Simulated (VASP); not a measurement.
# CuI (v.bB) (F-43m) in VASP: notebook, part 2 of 2

VASP 6.6.1. The steps go on from the part before.

### 4 Single point, PBEsol

This run uses another cell than the first one, of 26.18 Å³/atom, 0.970 times its volume.

Input file INCAR:

```
SYSTEM = CuI
PREC = Accurate
ENCUT = 600
EDIFF = 1E-6
ISMEAR = 0
SIGMA = 0.02
LREAL = .FALSE.
LASPH = .TRUE.
NELM = 120
ALGO = Normal
ISIF = 2
LWAVE = .FALSE.
LCHARG = .FALSE.
GGA = PS
NBANDS = 16
GGA_COMPAT = .FALSE.
```

Input file KPOINTS:

```
Automatic mesh
0
G
  8 8 8
  0 0 0
```

Input file POSCAR:

```
CuI
1.0
    0.0000000000      2.9693172274      2.9693172274
    2.9693172274      0.0000000000      2.9693172274
    2.9693172274      2.9693172274      0.0000000000
Cu I
1 1
Direct
    0.0000000000      0.0000000000      0.0000000000
    0.2500000000      0.2500000000      0.2500000000
```

Potentials or basis: VASP PAW PBE potentials, release 64 (Cu, I).

Run with:

```console
cat potpaw_PBE.64/Cu/POTCAR potpaw_PBE.64/I/POTCAR > POTCAR
mpirun -np 1 vasp_std > vasp.out
```

OUTCAR:

```text
SYSTEM = CuI
   PREC = Accurate
   ENCUT = 600
   EDIFF = 1E-6
   ISMEAR = 0
   LREAL = .FALSE.
   LASPH = .TRUE.
   NELM = 120
   ISIF = 2
   GGA = PS

 ion  position               nearest neighbor table
   1  0.000  0.000  0.000-   2 2.57   2 2.57   2 2.57   2 2.57
   2  0.250  0.250  0.250-   1 2.57   1 2.57   1 2.57   1 2.57

  LATTYP: Found a face centered cubic cell.
 ALAT       =     5.9386344548

  Lattice vectors:

 A1 = (   0.0000000000,   2.9693172274,   2.9693172274)
 A2 = (   2.9693172274,   0.0000000000,   2.9693172274)
 A3 = (   2.9693172274,   2.9693172274,   0.0000000000)

Analysis of symmetry for initial positions (statically):
=====================================================================
 Subroutine PRICEL returns:
 Original cell was already a primitive cell.

 Routine SETGRP: Setting up the symmetry group for a
 face centered cubic supercell.

 Subroutine GETGRP returns: Found 24 space group operations
 (whereof 24 operations were pure point group operations)
 out of a pool of 48 trial point group operations.

The static configuration has the point symmetry T_d .

Analysis of symmetry for dynamics (positions and initial velocities):
=====================================================================
 Subroutine PRICEL returns:
 Original cell was already a primitive cell.

 Routine SETGRP: Setting up the symmetry group for a
 face centered cubic supercell.

 Subroutine GETGRP returns: Found 24 space group operations
 (whereof 24 operations were pure point group operations)
 out of a pool of 48 trial point group operations.

The dynamic configuration has the point symmetry T_d .

 Subroutine INISYM returns: Found 24 space group operations
 (whereof 24 operations are pure point group operations),
 and found     1 'primitive' translations

----------------------------------------------------------------------------------------

[... 105 lines left out ...]
   EMIN   =  10.00;   EMAX   =-10.00  energy-range for DOS
   EFERMI =   0.00;   METHOD = LEGACY
   ISMEAR =     0;   SIGMA  =   0.02  broadening in eV -4-tet -1-fermi 0-gaus
   EFERMI_NEDOS =   21; number of points for ismear=-14 and -15
   IALGO  =     38    algorithm
   IMIX   =      4    mixing-type and parameters
     AMIX     =   0.40;   BMIX     =  1.00
     AMIX_MAG =   1.60;   BMIX_MAG =  1.00
  volume/ion in A,a.u.               =      26.18       176.67
  Fermi-wavevector in a.u.,A,eV,Ry     =   1.146830  2.167195 17.894644  1.315219
  Thomas-Fermi vector in A             =   2.283513
   LORBIT       =      0    0 simple, 1 ext, 2 COOP (PROOUT), +10 PAW based schemes
   GGA     = PS    functional components
   LHFCALC =     F    Hartree Fock is set to
   AEXX    =    0.0000 exact exchange contribution
   IVDW    =     0    specifies the selected vdW correction
   LEPSILON=     F    determine dielectric tensor
   LRPA    =     F    only Hartree local field effects (RPA)
 non-spin polarized calculation
 Gauss-broadening in eV      SIGMA  =   0.02
  energy-cutoff  :      600.00
  volume of cell :       52.36
 maximum number of plane-waves:      1807
 NGX is ok and might be reduce to    36
   NGX = 17   NGY = 17   NGZ = 17

 number of electron      17.9999992 magnetization

 Free energy of the ion-electron system (eV)
  ---------------------------------------------------
  ext. energy  EPLUGINS =         0.00000000
  ---------------------------------------------------
  free energy    TOTEN  =        -6.32064765 eV

  energy without entropy =       -6.32064765  energy(sigma->0) =       -6.32064765

 E-fermi :   5.0791     XC(G=0):  -9.4291

 val. band max:        4.9745177454   @ k =   0.0000   0.0000   0.0000
 cond. band min:       6.1730354199   @ k =   0.0000   0.0000   0.0000
 fundamental gap:      1.1985176745
 Fermi energy:         5.0790523465

 k-point     1 :       0.0000    0.0000    0.0000
  band No.  band energies     occupation
      1      -9.3933      2.00000
      2       1.0353      2.00000
      3       1.0353      2.00000
      4       1.0353      2.00000
      5       2.8269      2.00000
      6       2.8269      2.00000
[... 433 lines left out ...]
      3       0.4775      2.00000
      4       1.0336      2.00000
      5       2.7517      2.00000
      6       2.8377      2.00000
[... 8 lines left out ...]
     15      15.7527      0.00000
     16      16.4352      0.00000

 [... further k-points ...]
[... 5 lines left out ...]
  --------------------------------------------------------------------------------------
  -------------------------------------------------------------------------------------
  Total        0.1575883      0.1575883      0.1575883     -0.0000000      0.0000000     -0.0000000
  in kB        4.8220830      4.8220830      4.8220830     -0.0000000      0.0000000     -0.0000000
  external PRESSURE =       4.8220830 kB  Pullay stress =       0.0000000 kB

 VOLUME and BASIS-vectors are now :
 -----------------------------------------------------------------------------
  energy-cutoff  :      600.00
  volume of cell :       52.36
      direct lattice vectors                 reciprocal lattice vectors
     0.000000000  2.969317227  2.969317227    -0.168388879  0.168388879  0.168388879
     2.969317227  0.000000000  2.969317227     0.168388879 -0.168388879  0.168388879
     2.969317227  2.969317227  0.000000000     0.168388879  0.168388879 -0.168388879

 POSITION                                       TOTAL-FORCE (eV/Angst)
 -----------------------------------------------------------------------------------
      0.00000      0.00000      0.00000         0.000000      0.000000      0.000000
      1.48466      1.48466      1.48466        -0.000000     -0.000000     -0.000000
 -----------------------------------------------------------------------------------
    total drift:                                0.000000      0.000000      0.000000

  FREE ENERGIE OF THE ION-ELECTRON SYSTEM (eV)
  ---------------------------------------------------
  free  energy   TOTEN  =        -6.3206476480 eV

  energy  without entropy=       -6.3206476480  energy(sigma->0) =       -6.32064765
```

OSZICAR:

```text
N       E                     dE             d eps       ncg     rms          rms(c)
DAV:   1     0.106859415691E+03    0.10686E+03   -0.86827E+03   928   0.138E+03
DAV:   2     0.103312574868E+01   -0.10583E+03   -0.96972E+02   984   0.252E+02
DAV:   3    -0.642906110791E+01   -0.74622E+01   -0.73538E+01  1264   0.711E+01
DAV:   4    -0.665912690909E+01   -0.23007E+00   -0.22999E+00  1232   0.107E+01
DAV:   5    -0.666525052000E+01   -0.61236E-02   -0.61235E-02  1352   0.175E+00    0.631E+00
DAV:   6    -0.657288849828E+01    0.92362E-01   -0.42756E+00   976   0.575E+01    0.411E+00
DAV:   7    -0.632400102863E+01    0.24889E+00   -0.99409E-01   992   0.353E+01    0.179E+00
DAV:   8    -0.632521625079E+01   -0.12152E-02   -0.64458E-02  1424   0.463E+00    0.635E-01
DAV:   9    -0.632062632899E+01    0.45899E-02   -0.15500E-02  1168   0.363E+00    0.230E-01
DAV:  10    -0.632072800115E+01   -0.10167E-03   -0.72913E-04  1200   0.224E-01    0.180E-01
DAV:  11    -0.632063332946E+01    0.94672E-04   -0.40527E-04  1208   0.658E-01    0.232E-02
DAV:  12    -0.632064758587E+01   -0.14256E-04   -0.10196E-04  1504   0.125E-01    0.452E-02
DAV:  13    -0.632064764797E+01   -0.62095E-07   -0.15767E-06   944   0.909E-03
   1 F= -.63206476E+01 E0= -.63206476E+01  d E =-.903515E-16
```

It took 35 s on 1 thread of AMD EPYC 7R43 (Zen 3), shared host; peak memory 0.18 GiB.

What came out:

* Free energy: -6.3206 eV
* Pressure: 0.5 GPa
* Band gap on the k mesh: 1.20 eV, direct

Levels at points of the mesh, in eV from the valence-band top:
```tsv
k point	band 7	band 8	band 9	band 10	band 11	band 12
(0.00, 0.00, 0.00)	0.00	0.00	0.00	1.20	4.76	4.76
(0.50, 0.00, 0.00)	-2.07	-0.82	-0.82	2.13	5.31	5.31
(0.50, 0.50, 0.00)	-2.05	-1.75	-1.75	2.48	2.81	9.52
```

Caveat: the PAW data sets were made with another functional, which shifts forces and pressure a little; spin-orbit coupling is left out, which moves the levels of the heavy elements. Expect the measured gap to be larger: semilocal functionals such as PBEsol lack the derivative discontinuity.
